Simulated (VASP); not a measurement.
# Al in VASP: a series of runs

Runs on Al. Level: PBEsol. Tasks: electric field gradients.

Program: VASP 6.6.1. These are calculated values, not measurements. Logs are shortened: lines on timing, memory, paths and dates and some standing lists are left out, and cuts for length are marked.

### 1 The cell of the first run

Symmetry: R-3m, No. 166, trigonal system. Conventional cell: a = 2.848 Å, b = 2.848 Å, c = 7.081 Å, α = 90.00°, β = 90.00°, γ = 120.00°. Within 3.8 Å of Al (site symmetry -3m) lie 12 Al at 2.85 to 2.88 Å.

### 2 Electric field gradients, PBEsol (equal xy, yz and zx shear strains of +1 %)

INCAR

```
SYSTEM = Al
PREC     = Accurate       ! precision mode
ENCUT    = 520            ! plane-wave cutoff, eV
EDIFF    = 1E-8           ! SCF threshold, eV
ISMEAR   = -1             ! smearing method
SIGMA    = 0.05           ! smearing width, eV
LREAL    = .False.        ! projectors in reciprocal space
LASPH    = .True.         ! aspherical terms in the spheres
NELM     = 100            ! most SCF steps
ALGO     = Normal         ! electronic algorithm
ISIF     = 2              ! what is computed and relaxed
LWAVE    = .False.        ! write WAVECAR
LCHARG   = .False.        ! write CHGCAR
GGA      = PS             ! functional
LEFG     = .True.       
NBANDS   = 8              ! bands
```

KPOINTS

```
Automatic mesh
0
Gamma
  14 14 14
  0 0 0
```

POSCAR

```
Al
1.0
    0.0202398000      2.0340999000      2.0340999000
    2.0340999000      0.0202398000      2.0340999000
    2.0340999000      2.0340999000      0.0202398000
Al
1
Direct
    0.0000000000      0.0000000000      0.0000000000
```

Potentials or basis: VASP PAW PBE potentials, release 64 (Al).

Run with:

```console
cat potpaw_PBE.64/Al/POTCAR > POTCAR
mpirun -np 1 vasp_std > vasp.out
```

OUTCAR:

```text
SYSTEM = Al
   PREC = Accurate
   ENCUT = 520
   EDIFF = 1E-8
   ISMEAR = -1
   LREAL = .False.
   LASPH = .True.
   NELM = 100
   ISIF = 2
   GGA = PS

 ion  position               nearest neighbor table
   1  0.000  0.000  0.000-

  LATTYP: Found a trigonal (rhomboedric) cell.
 ALAT       =     2.8767228674
 COS(alpha) =     0.5099250056

  Lattice vectors:

 A1 = (   0.0202398000,   2.0340999000,   2.0340999000)
 A2 = (   2.0340999000,   0.0202398000,   2.0340999000)
 A3 = (   2.0340999000,   2.0340999000,   0.0202398000)

Analysis of symmetry for initial positions (statically):
=====================================================================
 Subroutine PRICEL returns:
 Original cell was already a primitive cell.

 Routine SETGRP: Setting up the symmetry group for a
 trigonal (rhombohedral) supercell.

 Subroutine GETGRP returns: Found 12 space group operations
 (whereof 12 operations were pure point group operations)
 out of a pool of 12 trial point group operations.

The static configuration has the point symmetry D_3d.

Analysis of symmetry for dynamics (positions and initial velocities):
=====================================================================
 Subroutine PRICEL returns:
 Original cell was already a primitive cell.

 Routine SETGRP: Setting up the symmetry group for a
 trigonal (rhombohedral) supercell.

 Subroutine GETGRP returns: Found 12 space group operations
 (whereof 12 operations were pure point group operations)
 out of a pool of 12 trial point group operations.

The dynamic configuration has the point symmetry D_3d.

 Subroutine INISYM returns: Found 12 space group operations
 (whereof 12 operations are pure point group operations),
 and found     1 'primitive' translations

----------------------------------------------------------------------------------------

                                     Primitive cell

  volume of cell :      16.5812

  direct lattice vectors                    reciprocal lattice vectors
     0.020239800  2.034099900  2.034099900    -0.249508517  0.247050305  0.247050305
     2.034099900  0.020239800  2.034099900     0.247050305 -0.249508517  0.247050305
     2.034099900  2.034099900  0.020239800     0.247050305  0.247050305 -0.249508517

  length of vectors
     2.876722867  2.876722867  2.876722867     0.429327622  0.429327622  0.429327622

  position of ions in fractional coordinates (direct lattice)
     0.000000000  0.000000000  0.000000000

  ion indices of the primitive-cell ions
   primitive index   ion index
                 1           1

----------------------------------------------------------------------------------------

 KPOINTS: Automatic mesh

Automatic generation of k-mesh.
 Grid dimensions read from file:
 generate k-points for:   14   14   14

 Generating k-lattice:

  Cartesian coordinates                     Fractional coordinates (reciprocal lattice)
    -0.017822037  0.017646450  0.017646450     0.071428571  0.000000000 -0.000000000
     0.017646450 -0.017822037  0.017646450     0.000000000  0.071428571 -0.000000000
     0.017646450  0.017646450 -0.017822037     0.000000000  0.000000000  0.071428571

  Length of vectors
     0.030666259  0.030666259  0.030666259

  Shift w.r.t. Gamma in fractional coordinates (k-lattice)
     0.000000000  0.000000000  0.000000000

 Subroutine IBZKPT returns following result:
 ===========================================

 Found    288 irreducible k-points:

 Following reciprocal coordinates:
            Coordinates               Weight
  0.000000  0.000000  0.000000      1.000000
  0.071429  0.000000  0.000000      6.000000
  0.142857  0.000000  0.000000      6.000000
  0.214286  0.000000 -0.000000      6.000000
  0.285714  0.000000 -0.000000      6.000000
  0.357143  0.000000 -0.000000      6.000000
[... 16 lines left out ...]
  0.214286  0.142857  0.000000     12.000000
  0.285714  0.142857 -0.000000     12.000000
 [... further k-points ...]
   k-points           NKPTS =    288   k-points in BZ     NKDIM =    288   number of bands    NBANDS=      8
   number of dos      NEDOS =    301   number of ions     NIONS =      1
   total plane-waves  NPLWV =  13824
   dimension x,y,z NGX =    24 NGY =   24 NGZ =   24
   dimension x,y,z NGXF=    48 NGYF=   48 NGZF=   48
   ions per type =               1
   NGX,Y,Z   is equivalent  to a cutoff of  13.87, 13.87, 13.87 a.u.
   NGXF,Y,Z  is equivalent  to a cutoff of  27.74, 27.74, 27.74 a.u.
 SYSTEM =  Al
   PREC   = accura    normal or accurate (medium, high low for compatibility)
   ISTART =      0    job   : 0-new  1-cont  2-samecut
   ICHARG =      2    charge: 1-file 2-atom 10-const
   ISPIN  =      1    spin polarized calculation?
   LNONCOLLINEAR =      F non collinear calculations
   LSORBIT =      F    spin-orbit coupling
   LASPH  =      T    aspherical Exc in radial PAW
   ENCUT  =  520.0 eV  38.22 Ry    6.18 a.u.   5.35  5.35  5.35*2*pi/ulx,y,z
   NELM   =    100;   NELMIN=  2; NELMDL= -5     # of ELM steps
   EDIFF  = 0.1E-07   stopping-criterion for ELM
   LREAL  =      F    real-space projection
   EDIFFG = 0.1E-06   stopping-criterion for IOM
   NSW    =      0    number of steps for IOM
   IBRION =     -1    ionic relax: 0-MD 1-quasi-New 2-CG
   NFREE  =      0    steps in history (QN), initial steepest desc. (CG)
   ISIF   =      2    stress and relaxation
   ISYM   =      2    0-nonsym 1-usesym 2-fastsym
   POTIM  = 0.5000    time-step for ionic-motion
   TEBEG  =    0.0;   TEEND  =   0.0 temperature during run
   PSTRESS=    0.0 pullay stress
   NELECT =       3.0000    total number of electrons
   NUPDOWN=      -1.0000    fix difference up-down
   EMIN   =  10.00;   EMAX   =-10.00  energy-range for DOS
[... 5 lines left out ...]
     AMIX     =   0.40;   BMIX     =  1.00
     AMIX_MAG =   1.60;   BMIX_MAG =  1.00
  volume/ion in A,a.u.               =      16.58       111.90
  Fermi-wavevector in a.u.,A,eV,Ry     =   0.925927  1.749747 11.664818  0.857340
  Thomas-Fermi vector in A             =   2.051834
   LORBIT       =      0    0 simple, 1 ext, 2 COOP (PROOUT), +10 PAW based schemes
   GGA     = PS    functional components
   LHFCALC =     F    Hartree Fock is set to
   AEXX    =    0.0000 exact exchange contribution
   IVDW    =     0    specifies the selected vdW correction
   LEPSILON=     F    determine dielectric tensor
   LRPA    =     F    only Hartree local field effects (RPA)
 non-spin polarized calculation
  energy-cutoff  :      520.00
  volume of cell :       16.58
 maximum number of plane-waves:       459
 NGX is ok and might be reduce to    24
   NGX = 11   NGY = 11   NGZ = 11

 number of electron       3.0000000 magnetization

 Free energy of the ion-electron system (eV)
  ---------------------------------------------------
  ext. energy  EPLUGINS =         0.00000000
  ---------------------------------------------------
  free energy    TOTEN  =        -4.08427851 eV

  energy without entropy =       -4.08031274  energy(sigma->0) =       -4.08229562

 E-fermi :   7.8714     XC(G=0): -10.2392

 val. band max:        7.8483481857   @ k =  -0.4286   0.3571   0.0714
 cond. band min:       7.8738290926   @ k =  -0.2857  -0.2857   0.2143
 fundamental gap:      0.0254809068
 Fermi energy:         7.8713755530

 k-point     1 :       0.0000    0.0000    0.0000
  band No.  band energies     occupation
      1      -3.1977      2.00000
      2      20.1508      0.00000
      3      20.6228      0.00000
      4      20.6228      0.00000
      5      21.5463      0.00000
      6      22.0927      0.00000
      7      22.0927      0.00000
      8      24.3840      0.00000

 k-point     2 :       0.0714    0.0000    0.0000
  band No.  band energies     occupation
      1      -3.0585      2.00000
      2      18.4498      0.00000
      3      19.7349      0.00000
      4      20.1480      0.00000
      5      22.2076      0.00000
      6      22.6876      0.00000
      7      22.7822      0.00000
      8      25.8212      0.00000

 k-point     3 :       0.1429    0.0000    0.0000
  band No.  band energies     occupation
      1      -2.6420      2.00000
      2      15.5730      0.00000
      3      19.0999      0.00000
      4      19.4959      0.00000
      5      22.4491      0.00000
      6      23.4916      0.00000
      7      23.9056      0.00000
      8      25.1072      0.00000

 k-point     4 :       0.2143    0.0000   -0.0000
  band No.  band energies     occupation
      1      -1.9505      2.00000
      2      12.7605      0.00000
      3      18.6433      0.00000
      4      19.0137      0.00000
      5      22.2301      0.00000
      6      23.1179      0.00000
      7      23.2715      0.00000
      8      25.5617      0.00000

 k-point     5 :       0.2857    0.0000   -0.0000
  band No.  band energies     occupation
      1      -0.9881      2.00000
      2      10.1160      0.00000
      3      18.4056      0.00000
      4      18.7479      0.00000
      5      21.8235      0.00000
      6      22.0003      0.00000
      7      22.1164      0.00000
      8      25.9140      0.00000
[... 177 lines left out ...]
 k-point    22 :       0.1429    0.1429    0.0000
  band No.  band energies     occupation
      1      -2.4621      2.00000
      2      17.1248      0.00000
      3      17.5378      0.00000
      4      17.6518      0.00000
      5      20.5078      0.00000
      6      21.5480      0.00000
      7      25.8764      0.00000
      8      26.1908      0.00000

 k-point    23 :       0.2143    0.1429    0.0000
  band No.  band energies     occupation
      1      -1.9578      2.00000
      2      14.9530      0.00000
      3      16.5163      0.00000
      4      17.9344      0.00000
      5      19.7543      0.00000
      6      20.8331      0.00000
      7      26.6193      0.00000
      8      26.8264      0.00000

 k-point    24 :       0.2857    0.1429   -0.0000
  band No.  band energies     occupation
      1      -1.1805      2.00000
      2      12.2763      0.00000
      3      16.0953      0.00000
      4      17.7595      0.00000
      5      18.2158      0.00000
      6      22.2570      0.00000
      7      25.9387      0.00000
      8      26.6445      0.00000

 [... further k-points ...]
[... 5 lines left out ...]
  --------------------------------------------------------------------------------------
  -------------------------------------------------------------------------------------
  Total       -0.2079769     -0.2079769     -0.2079769      0.0038471      0.0038471      0.0038471
  in kB      -20.0959970    -20.0959970    -20.0959970      0.3717321      0.3717321      0.3717321
  external PRESSURE =     -20.0959970 kB  Pullay stress =       0.0000000 kB

 VOLUME and BASIS-vectors are now :
 -----------------------------------------------------------------------------
  energy-cutoff  :      520.00
  volume of cell :       16.58
      direct lattice vectors                 reciprocal lattice vectors
     0.020239800  2.034099900  2.034099900    -0.249508517  0.247050305  0.247050305
     2.034099900  0.020239800  2.034099900     0.247050305 -0.249508517  0.247050305
     2.034099900  2.034099900  0.020239800     0.247050305  0.247050305 -0.249508517

 POSITION                                       TOTAL-FORCE (eV/Angst)
 -----------------------------------------------------------------------------------
      0.00000      0.00000      0.00000         0.000000      0.000000      0.000000
 -----------------------------------------------------------------------------------
    total drift:                               -0.000000      0.000000      0.000000

  FREE ENERGIE OF THE ION-ELECTRON SYSTEM (eV)
  ---------------------------------------------------
  free  energy   TOTEN  =        -4.0842785124 eV

  energy  without entropy=       -4.0803127367  energy(sigma->0) =       -4.08229562

 Electric field gradients (V/A^2)
---------------------------------------------------------------------
 ion       V_xx      V_yy      V_zz      V_xy      V_xz      V_yz
---------------------------------------------------------------------
   1      -0.000    -0.000    -0.000     0.594     0.594     0.594
---------------------------------------------------------------------

 Electric field gradients after diagonalization (V/A^2)
 (convention: |V_zz| > |V_xx| > |V_yy|)
----------------------------------------------------------------------
 ion       V_xx      V_yy      V_zz     asymmetry (V_yy - V_xx)/ V_zz
----------------------------------------------------------------------
   1      -0.594    -0.594     1.188       0.000
----------------------------------------------------------------------

           NMR quadrupolar parameters

 Cq : quadrupolar parameter    Cq=e*Q*V_zz/h
 eta: asymmetry parameters     (V_yy - V_xx)/ V_zz
 Q  : nuclear electric quadrupole moment in mb (millibarn)
----------------------------------------------------------------------
 ion       Cq(MHz)       eta       Q (mb)
----------------------------------------------------------------------
   1       0.003       0.000       1.000
----------------------------------------------------------------------
```

Wall time 18 s (1 thread of AMD EPYC 9R45 (Zen 5), shared host); peak memory 0.12 GiB.

What came out:

```
Free energy : -4.0843 eV
Pressure    : -2.0 GPa
```

Levels at points of the mesh, in eV from the Fermi level:
| k point | band 1 | band 2 | band 3 | band 4 | band 5 | band 6 |
| --- | --- | --- | --- | --- | --- | --- |
| (0.00, 0.00, 0.00) | -11.07 | 12.28 | 12.75 | 12.75 | 13.67 | 14.22 |
| (0.50, 0.00, 0.00) | -4.52 | -4.28 | 11.20 | 11.22 | 11.37 | 11.56 |
| (0.50, 0.50, 0.00) | -2.88 | -1.58 | 5.27 | 5.42 | 5.77 | 9.04 |
| (0.50, 0.50, 0.50) | -4.63 | -4.52 | 11.60 | 11.60 | 11.61 | 11.61 |

Electric field gradients, principal values (V/Å²):
```tsv
atom	least	middle	greatest (by size)
1 Al	-0.594	-0.594	1.188
```

Caveat: the cell differs from its parent crystal (equal xy, yz and zx shear strains of +1 %); without QUAD_EFG the Cq values of the log hold for a quadrupole moment of 1 mb, not for the nuclei; the PAW data sets were made with another functional, which shifts forces and pressure a little.

(Continued in part 2 of 3.)
